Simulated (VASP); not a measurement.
Wanted: the native input for a VASP 6.6.1 run.

```yaml
Task: single point
Functional: PBEsol
Potentials_or_basis: VASP PAW PBE potentials, release 64 (Al, Ga_d, As)
Cutoff: 520 eV
k_mesh: 4 × 4 × 4
Occupations: gaussian, width 0.02 eV
Spin: no spin polarisation
Dipole_correction: no
Further_INCAR_settings: LREAL = Auto; ALGO = Normal; EDIFF = 1e-06; NBANDS = 71
```

The structure of Al3Ga5As8 lies in POSCAR:

```
Al3Ga5As8
1.0
   -5.6657007786      5.6657007786      0.0000000000
   -5.6657007786      0.0000000000      5.6657007786
   -0.0001273209      5.6655734577      5.6655734577
Al Ga As
3 5 8
Direct
    0.0000007506      0.0000007506     -0.0005586599
    0.5005571586      0.0000007506     -0.0005586599
    0.0000007506      0.5005571586     -0.0005586599
   -0.0000766347     -0.0000766347      0.5002299041
    0.5000851422      0.5000851422     -0.0002554266
    0.4999985412     -0.0004029055      0.5004058231
   -0.0004029055      0.4999985412      0.5004058231
    0.4999985412      0.4999985412      0.5004058231
    0.8750141487      0.8750141487      0.3748889618
    0.3750827407      0.8750141487      0.3748889618
    0.8750141487      0.3750827407      0.3748889618
    0.8749918874      0.8749918874      0.8750243378
    0.3749284182      0.3749284182      0.3752147454
    0.3748948825      0.8750175470      0.8751926881
    0.8750175470      0.3748948825      0.8751926881
    0.3748948825      0.3748948825      0.8751926881
```

These files were run (other wordings do the same):

INCAR

```
ALGO     = Normal         # electronic algorithm
EDIFF    = 1E-6           # SCF threshold, eV
ENCUT    = 520            # plane-wave cutoff, eV
GGA      = PS             # functional
ISIF     = 2              # what is computed and relaxed
ISMEAR   = 0              # smearing method
LASPH    = T              # aspherical terms in the spheres
LCHARG   = T              # write CHGCAR
LELF     = T              # ELF
LREAL    = Auto         
LVHAR    = T            
LWAVE    = F              # write WAVECAR
NBANDS   = 71             # bands
NELM     = 60             # most SCF steps
PREC     = Accurate       # precision mode
SIGMA    = 0.02           # smearing width, eV
```

KPOINTS

```
k-points
0
Gamma
  4 4 4
```

Potentials or basis: VASP PAW PBE potentials, release 64 (Al, Ga_d, As).

Run with:

```sh
$ cat potpaw_PBE.64/Al/POTCAR potpaw_PBE.64/Ga_d/POTCAR potpaw_PBE.64/As/POTCAR > POTCAR
$ mpirun -np 1 vasp_std > vasp.out
```

It gave:

```json
{
 "Pressure": "0.2 GPa",
 "Largest force": "0.014 eV/Å",
 "Band gap on the k mesh": "0.75 eV"
}
```

Caveat: semilocal functionals underestimate gaps, and a narrow one can read as zero; the PAW data sets were made with another functional, which shifts forces and pressure a little.

Run time: 8.9 min on 1 thread of Intel(R) Xeon(R) Platinum 8488C (Sapphire Rapids), with other jobs on the host, peak memory 0.59 GiB.
